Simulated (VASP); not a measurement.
Runs of VASP 6.6.1 on La. The structure is that of space group P6_3/mmc (No. 194), or close to it. The cells are those of the table. 

```csv
cell,gap on the mesh (eV),pressure (GPa)
"a = 3.808, b = 3.808, c = 11.711 Å, angles 90.0, 90.0, 120.0°, 4 atoms",none,(a)
"a = 3.625, b = 3.625, c = 12.835 Å, angles 90.0, 90.0, 120.0°, 4 atoms",none,-1.5
"a = 3.844, b = 3.844, c = 11.430 Å, angles 90.0, 90.0, 120.0°, 4 atoms",none,-1.6
"a = 3.588, b = 3.588, c = 13.116 Å, angles 90.0, 90.0, 120.0°, 4 atoms",none,-1.5
```

Alike in all rows: task single point; level PBEsol; potentials or basis VASP PAW PBE potentials, release 64 (La); no spin polarisation; k mesh 12 × 12 × 4; cutoff (eV) 520; smearing gaussian 0.15 eV.

**Question.** Estimate the missing entries.

**Answer.** (a) -1.8.

Caveats: the PAW data sets were made with another functional, which shifts forces and pressure a little; spin-orbit coupling is left out, which moves the levels of the heavy elements.

A k mesh can miss the band edges, and the runs leave out spin-orbit coupling on La.

A gap of «none» marks levels without a gap at the run's occupations.
